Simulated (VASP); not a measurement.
# AgB2 (P6/mmm) in VASP: notebook

The runs below take AgB2 through single point, with PBEsol.

All numbers are computed with VASP 6.6.1; they aren't measurements. Logs are shortened: lines on timing, memory, paths and dates and some standing lists are left out, and cuts for length are marked.

## (1) The cell of the first run

Symmetry: P6/mmm, No. 191, hexagonal system. Conventional cell: a = 3.000 Å, b = 3.000 Å, c = 3.208 Å, α = 90.00°, β = 90.00°, γ = 120.00°. Within 3.1 Å of Ag (site symmetry 6/mmm) lie 12 B at 2.36 Å and 6 Ag at 3.00 Å. Within 2.3 Å of B (site symmetry -6m2) lie 3 B at 1.73 Å.

## (2) Single point, PBEsol (zz strain of -1 %)

INCAR reads:

```
SYSTEM = AgB2
PREC = Accurate
ENCUT = 520
EDIFF = 1E-6
ISMEAR = -1
SIGMA = 0.05
LREAL = .FALSE.
LASPH = .TRUE.
NELM = 100
ALGO = Normal
ISIF = 2
LWAVE = .FALSE.
LCHARG = .TRUE.
GGA = PS
LELF = .TRUE.
LVHAR = .TRUE.
NBANDS = 16
```

KPOINTS reads:

```
regular mesh
0
G
  16 16 13
  0 0 0
```

POSCAR reads:

```
AgB2
1.0
    3.0000016405      0.0000000000      0.0000000000
   -1.5000008203      2.5980776321      0.0000000000
    0.0000000000      0.0000000000      3.2076000000
Ag B
1 2
Direct
    0.0000000000      0.0000000000      0.0000000000
    0.3333333333      0.6666666667      0.5000000000
    0.6666666667      0.3333333333      0.5000000000
```

Potentials or basis: VASP PAW PBE potentials, release 64 (Ag, B).

Started as:

```console
$ cat potpaw_PBE.64/Ag/POTCAR potpaw_PBE.64/B/POTCAR > POTCAR
$ mpirun -np 1 vasp_std > vasp.out
```

OUTCAR:

```text
SYSTEM = AgB2
   PREC = Accurate
   ENCUT = 520
   EDIFF = 1E-6
   ISMEAR = -1
   LREAL = .FALSE.
   LASPH = .TRUE.
   NELM = 100
   ISIF = 2
   GGA = PS

 ion  position               nearest neighbor table
   1  0.000  0.000  0.000-   2 2.36   3 2.36   2 2.36   3 2.36   3 2.36   3 2.36   2 2.36   2 2.36
                             3 2.36   3 2.36   2 2.36   2 2.36
   2  0.333  0.667  0.500-   3 1.73   3 1.73   3 1.73   1 2.36   1 2.36   1 2.36   1 2.36   1 2.36
                             1 2.36
   3  0.667  0.333  0.500-   2 1.73   2 1.73   2 1.73   1 2.36   1 2.36   1 2.36   1 2.36   1 2.36
                             1 2.36

  LATTYP: Found a hexagonal cell.
 ALAT       =     3.0000016405
 C/A-ratio  =     1.0691994153

  Lattice vectors:

 A1 = (   3.0000016405,   0.0000000000,   0.0000000000)
 A2 = (  -1.5000008203,   2.5980776321,   0.0000000000)
 A3 = (   0.0000000000,   0.0000000000,   3.2076000000)

Analysis of symmetry for initial positions (statically):
=====================================================================
 Subroutine PRICEL returns:
 Original cell was already a primitive cell.

 Routine SETGRP: Setting up the symmetry group for a
 hexagonal supercell.

 Subroutine GETGRP returns: Found 24 space group operations
 (whereof 24 operations were pure point group operations)
 out of a pool of 24 trial point group operations.

The static configuration has the point symmetry D_6h.

Analysis of symmetry for dynamics (positions and initial velocities):
=====================================================================
 Subroutine PRICEL returns:
 Original cell was already a primitive cell.

 Routine SETGRP: Setting up the symmetry group for a
 hexagonal supercell.

 Subroutine GETGRP returns: Found 24 space group operations
 (whereof 24 operations were pure point group operations)
 out of a pool of 24 trial point group operations.

The dynamic configuration has the point symmetry D_6h.

 Subroutine INISYM returns: Found 24 space group operations
 (whereof 24 operations are pure point group operations),
 and found     1 'primitive' translations

----------------------------------------------------------------------------------------

                                     Primitive cell

  volume of cell :      25.0008

  direct lattice vectors                    reciprocal lattice vectors
     3.000001640  0.000000000  0.000000000     0.333333151  0.192449984  0.000000000
    -1.500000820  2.598077632  0.000000000     0.000000000  0.384899969  0.000000000
     0.000000000  0.000000000  3.207600000     0.000000000  0.000000000  0.311759571

  length of vectors
     3.000001640  3.000001641  3.207600000     0.384899969  0.384899969  0.311759571

  position of ions in fractional coordinates (direct lattice)
     0.000000000  0.000000000  0.000000000
     0.333333333  0.666666667  0.500000000
     0.666666667  0.333333333  0.500000000

  ion indices of the primitive-cell ions
   primitive index   ion index
                 1           1
                 2           2
                 3           3

----------------------------------------------------------------------------------------

 KPOINTS: regular mesh

Automatic generation of k-mesh.
 Grid dimensions read from file:
 generate k-points for:   16   16   13

 Generating k-lattice:

  Cartesian coordinates                     Fractional coordinates (reciprocal lattice)
     0.020833322  0.012028124  0.000000000     0.062500000  0.000000000  0.000000000
     0.000000000  0.024056248  0.000000000     0.000000000  0.062500000  0.000000000
     0.000000000  0.000000000  0.023981505     0.000000000  0.000000000  0.076923077

  Length of vectors
     0.024056248  0.024056248  0.023981505

  Shift w.r.t. Gamma in fractional coordinates (k-lattice)
     0.000000000  0.000000000  0.000000000

 Subroutine IBZKPT returns following result:
 ===========================================

 Found    210 irreducible k-points:

 Following reciprocal coordinates:
            Coordinates               Weight
  0.000000  0.000000  0.000000      1.000000
  0.062500  0.000000  0.000000      6.000000
  0.125000  0.000000  0.000000      6.000000
  0.187500 -0.000000  0.000000      6.000000
  0.250000  0.000000  0.000000      6.000000
  0.312500  0.000000  0.000000      6.000000
[... 16 lines left out ...]
  0.187500  0.187500  0.000000      6.000000
  0.250000  0.187500  0.000000     12.000000
 [... further k-points ...]
   k-points           NKPTS =    210   k-points in BZ     NKDIM =    210   number of bands    NBANDS=     16
   number of dos      NEDOS =    301   number of ions     NIONS =      3
   total plane-waves  NPLWV =  13824
   dimension x,y,z NGX =    24 NGY =   24 NGZ =   24
   dimension x,y,z NGXF=    48 NGYF=   48 NGZF=   48
   ions per type =               1   2
   NGX,Y,Z   is equivalent  to a cutoff of  13.30, 13.30, 12.44 a.u.
   NGXF,Y,Z  is equivalent  to a cutoff of  26.60, 26.60, 24.88 a.u.
 SYSTEM =  AgB2
   PREC   = accura    normal or accurate (medium, high low for compatibility)
   ISTART =      0    job   : 0-new  1-cont  2-samecut
   ICHARG =      2    charge: 1-file 2-atom 10-const
   ISPIN  =      1    spin polarized calculation?
   LNONCOLLINEAR =      F non collinear calculations
   LSORBIT =      F    spin-orbit coupling
   LASPH  =      T    aspherical Exc in radial PAW
   ENCUT  =  520.0 eV  38.22 Ry    6.18 a.u.   5.58  5.58  5.96*2*pi/ulx,y,z
   NELM   =    100;   NELMIN=  2; NELMDL= -5     # of ELM steps
   EDIFF  = 0.1E-05   stopping-criterion for ELM
   LREAL  =      F    real-space projection
   EDIFFG = 0.1E-04   stopping-criterion for IOM
   NSW    =      0    number of steps for IOM
   IBRION =     -1    ionic relax: 0-MD 1-quasi-New 2-CG
   NFREE  =      0    steps in history (QN), initial steepest desc. (CG)
   ISIF   =      2    stress and relaxation
   ISYM   =      2    0-nonsym 1-usesym 2-fastsym
   POTIM  = 0.5000    time-step for ionic-motion
   TEBEG  =    0.0;   TEEND  =   0.0 temperature during run
   PSTRESS=    0.0 pullay stress
   NELECT =      17.0000    total number of electrons
   NUPDOWN=      -1.0000    fix difference up-down
   EMIN   =  10.00;   EMAX   =-10.00  energy-range for DOS
   EFERMI =   0.00;   METHOD = LEGACY
   ISMEAR =    -1;   SIGMA  =   0.05  broadening in eV -4-tet -1-fermi 0-gaus
   EFERMI_NEDOS =   21; number of points for ismear=-14 and -15
   IALGO  =     38    algorithm
   IMIX   =      4    mixing-type and parameters
     AMIX     =   0.40;   BMIX     =  1.00
     AMIX_MAG =   1.60;   BMIX_MAG =  1.00
  volume/ion in A,a.u.               =       8.33        56.24
  Fermi-wavevector in a.u.,A,eV,Ry     =   1.439593  2.720437 28.197113  2.072429
  Thomas-Fermi vector in A             =   2.558432
   LORBIT       =      0    0 simple, 1 ext, 2 COOP (PROOUT), +10 PAW based schemes
   GGA     = PS    functional components
   LHFCALC =     F    Hartree Fock is set to
   AEXX    =    0.0000 exact exchange contribution
   IVDW    =     0    specifies the selected vdW correction
   LEPSILON=     F    determine dielectric tensor
   LRPA    =     F    only Hartree local field effects (RPA)
 non-spin polarized calculation
  energy-cutoff  :      520.00
  volume of cell :       25.00
 maximum number of plane-waves:       696
 NGX is ok and might be reduce to    24
   NGX = 11   NGY = 11   NGZ = 11

 number of electron      16.9999992 magnetization

 Free energy of the ion-electron system (eV)
  ---------------------------------------------------
  ext. energy  EPLUGINS =         0.00000000
  ---------------------------------------------------
  free energy    TOTEN  =       -14.70339284 eV

  energy without entropy =      -14.69190655  energy(sigma->0) =      -14.69764969

 E-fermi :  10.8375     XC(G=0): -13.4816

 val. band max:       10.8319359862   @ k =   0.0625   0.0000   0.3077
 cond. band min:      10.8422964249   @ k =   0.3750  -0.0000   0.3846
 fundamental gap:      0.0103604387
 Fermi energy:        10.8374896512

 k-point     1 :       0.0000    0.0000    0.0000
  band No.  band energies     occupation
      1      -3.7148      2.00000
      2       3.5366      2.00000
      3       4.0553      2.00000
      4       4.0553      2.00000
      5       5.6697      2.00000
      6       5.6697      2.00000
[... 8 lines left out ...]
     15      27.5505      0.00000
     16      29.8376      0.00000

 k-point     2 :       0.0625    0.0000    0.0000
  band No.  band energies     occupation
      1      -3.6383      2.00000
      2       3.5707      2.00000
      3       3.9884      2.00000
      4       4.1069      2.00000
      5       5.4372      2.00000
      6       5.6578      2.00000
[... 8 lines left out ...]
     15      27.7159      0.00000
     16      29.9051      0.00000

 k-point     3 :       0.1250    0.0000    0.0000
  band No.  band energies     occupation
      1      -3.4111      2.00000
      2       3.6604      2.00000
      3       3.7997      2.00000
      4       4.2589      2.00000
      5       4.9823      2.00000
      6       5.6244      2.00000
[... 8 lines left out ...]
     15      28.1524      0.00000
     16      30.0989      0.00000

 k-point     4 :       0.1875   -0.0000    0.0000
  band No.  band energies     occupation
      1      -3.0394      2.00000
      2       3.5003      2.00000
      3       3.7841      2.00000
      4       4.5028      2.00000
      5       4.5253      2.00000
      6       5.5748      2.00000
[... 8 lines left out ...]
     15      28.5375      0.00000
     16      30.3920      0.00000

 k-point     5 :       0.2500    0.0000    0.0000
  band No.  band energies     occupation
      1      -2.5344      2.00000
      2       3.1268      2.00000
      3       3.8634      2.00000
      4       4.1321      2.00000
      5       4.8243      2.00000
      6       5.5170      2.00000
[... 8 lines left out ...]
     15      28.2025      0.00000
     16      29.5976      0.00000

 k-point     6 :       0.3125    0.0000    0.0000
  band No.  band energies     occupation
      1      -1.9120      2.00000
      2       2.6665      2.00000
      3       3.8218      2.00000
      4       3.8396      2.00000
      5       5.2039      2.00000
      6       5.4599      2.00000
[... 8 lines left out ...]
     15      27.7831      0.00000
     16      28.2415      0.00000

 k-point     7 :       0.3750   -0.0000    0.0000
  band No.  band energies     occupation
      1      -1.1968      2.00000
      2       2.0933      2.00000
      3       3.5999      2.00000
      4       3.7099      2.00000
      5       5.4121      2.00000
      6       5.6143      2.00000
[... 8 lines left out ...]
     15      27.1200      0.00000
     16      27.6588      0.00000

 k-point     8 :       0.4375   -0.0000    0.0000
  band No.  band energies     occupation
      1      -0.4379      2.00000
      2       1.4147      2.00000
      3       3.4671      2.00000
      4       3.5706      2.00000
      5       5.3804      2.00000
      6       6.0016      2.00000
[... 8 lines left out ...]
     15      26.3728      0.00000
     16      27.1103      0.00000

 k-point     9 :       0.5000    0.0000    0.0000
  band No.  band energies     occupation
      1       0.0830      2.00000
      2       0.9165      2.00000
      3       3.4230      2.00000
      4       3.5145      2.00000
      5       5.3693      2.00000
      6       6.1991      2.00000
[... 8 lines left out ...]
     15      26.7780      0.00000
     16      26.8560      0.00000
[... 172 lines left out ...]
 k-point    19 :       0.2500    0.1250    0.0000
  band No.  band energies     occupation
      1      -1.7023      2.00000
      2       2.6457      2.00000
      3       3.8015      2.00000
      4       3.8354      2.00000
      5       5.2280      2.00000
      6       5.2857      2.00000
[... 8 lines left out ...]
     15      26.6759      0.00000
     16      27.1036      0.00000

 k-point    20 :       0.3125    0.1250    0.0000
  band No.  band energies     occupation
      1      -0.9901      2.00000
      2       2.1460      2.00000
      3       3.6008      2.00000
      4       3.6697      2.00000
      5       5.1902      2.00000
      6       5.5991      2.00000
[... 8 lines left out ...]
     15      25.5981      0.00000
     16      26.6628      0.00000

 k-point    21 :       0.3750    0.1250    0.0000
  band No.  band energies     occupation
      1      -0.2270      2.00000
      2       1.5133      2.00000
      3       3.4087      2.00000
      4       3.5721      2.00000
      5       5.1250      2.00000
      6       5.9730      2.00000
[... 8 lines left out ...]
     15      25.2726      0.00000
     16      26.3383      0.00000

 k-point    22 :       0.4375    0.1250    0.0000
  band No.  band energies     occupation
      1       0.3270      2.00000
      2       0.9981      2.00000
      3       3.3354      2.00000
      4       3.5400      2.00000
      5       5.1018      2.00000
      6       6.1859      2.00000
[... 8 lines left out ...]
     15      25.8803      0.00000
     16      26.2330      0.00000

 k-point    23 :       0.1875    0.1875    0.0000
  band No.  band energies     occupation
      1      -1.7663      2.00000
      2       2.7420      2.00000
      3       3.8114      2.00000
      4       3.8923      2.00000
      5       5.1557      2.00000
      6       5.2349      2.00000
[... 8 lines left out ...]
     15      26.4722      0.00000
     16      26.9403      0.00000

 k-point    24 :       0.2500    0.1875    0.0000
  band No.  band energies     occupation
      1      -1.1044      2.00000
      2       2.3950      2.00000
      3       3.5722      2.00000
      4       3.7738      2.00000
      5       5.0659      2.00000
      6       5.4572      2.00000
[... 8 lines left out ...]
     15      25.1630      0.00000
     16      26.3425      0.00000

 [... further k-points ...]
[... 5 lines left out ...]
  --------------------------------------------------------------------------------------
  -------------------------------------------------------------------------------------
  Total        6.1685508      6.1685508     11.2730875     -0.0000000     -0.0000000      0.0000000
  in kB      395.3119147    395.3119147    722.4364325     -0.0000000     -0.0000000      0.0000000
  external PRESSURE =     504.3534206 kB  Pullay stress =       0.0000000 kB

 VOLUME and BASIS-vectors are now :
 -----------------------------------------------------------------------------
  energy-cutoff  :      520.00
  volume of cell :       25.00
      direct lattice vectors                 reciprocal lattice vectors
     3.000001640  0.000000000  0.000000000     0.333333151  0.192449984  0.000000000
    -1.500000820  2.598077632  0.000000000     0.000000000  0.384899969  0.000000000
     0.000000000  0.000000000  3.207600000     0.000000000  0.000000000  0.311759571

 POSITION                                       TOTAL-FORCE (eV/Angst)
 -----------------------------------------------------------------------------------
      0.00000      0.00000      0.00000        -0.000000      0.000000     -0.000000
     -0.00000      1.73205      1.60380         0.000000     -0.000000     -0.000000
      1.50000      0.86603      1.60380        -0.000000      0.000000      0.000000
 -----------------------------------------------------------------------------------
    total drift:                               -0.000000      0.000000      0.000000

  FREE ENERGIE OF THE ION-ELECTRON SYSTEM (eV)
  ---------------------------------------------------
  free  energy   TOTEN  =       -14.7033928371 eV

  energy  without entropy=      -14.6919065503  energy(sigma->0) =      -14.69764969
```

Run time: 67 s. Hardware: 1 thread of Intel Xeon Platinum 8175M at 2.50GHz (Skylake/Cascade Lake), shared host; peak memory 0.2 GiB.

What came out:

```yaml
Free_energy: -14.7034 eV
Pressure: 50.4 GPa
```

Caveat: the cell differs from its parent crystal (zz strain of -1 %); the PAW data sets were made with another functional, which shifts forces and pressure a little.

## (3) Single point, PBEsol (zz strain of +1 %)

INCAR reads:

```
SYSTEM = AgB2
PREC = Accurate
ENCUT = 520
EDIFF = 1E-7
ISMEAR = -1
SIGMA = 0.05
LREAL = .False.
LASPH = .True.
NELM = 60
ALGO = Normal
ISIF = 2
LWAVE = .False.
LCHARG = .False.
GGA = PS
NBANDS = 16
```

KPOINTS reads:

```
Automatic mesh
0
Gamma
  16 16 13
  0 0 0
```

Edit POSCAR of step 2 so:

```diff
@@ -4,3 +4,3 @@
    -1.5000008203      2.5980776321      0.0000000000
-    0.0000000000      0.0000000000      3.2076000000
+    0.0000000000      0.0000000000      3.2724000000
 Ag B
```

Potentials or basis: VASP PAW PBE potentials, release 64 (Ag, B).

Started as:

```console
$ cat potpaw_PBE.64/Ag/POTCAR potpaw_PBE.64/B/POTCAR > POTCAR
$ mpirun -np 1 vasp_std > vasp.out
```

Run time: 70 s. Hardware: 1 thread of Intel Xeon Platinum 8175M at 2.50GHz (Skylake/Cascade Lake), shared host; peak memory 0.2 GiB.

Results (log left out):

- Free energy: -14.9174 eV
- Pressure: 43.5 GPa

Stress tensor (GPa, compression positive):
```
33.59  0.00  0.00
 0.00 33.59  0.00
 0.00  0.00 63.37
```

Levels at points of the mesh, in eV from the Fermi level:
```
           k point  band 4  band 5  band 6  band 7  band 8  band 9  band 10  band 11  band 12  band 13
(0.00, 0.00, 0.00)   -6.55   -5.03   -5.03   -3.35    1.08    1.08     5.43     5.65     5.65     7.30
(0.50, 0.00, 0.00)   -7.12   -5.33   -4.48   -3.28   -3.24    2.82     4.24     5.93     6.36    10.14
```

Caveat: the cell differs from its parent crystal (zz strain of +1 %); the PAW data sets were made with another functional, which shifts forces and pressure a little.
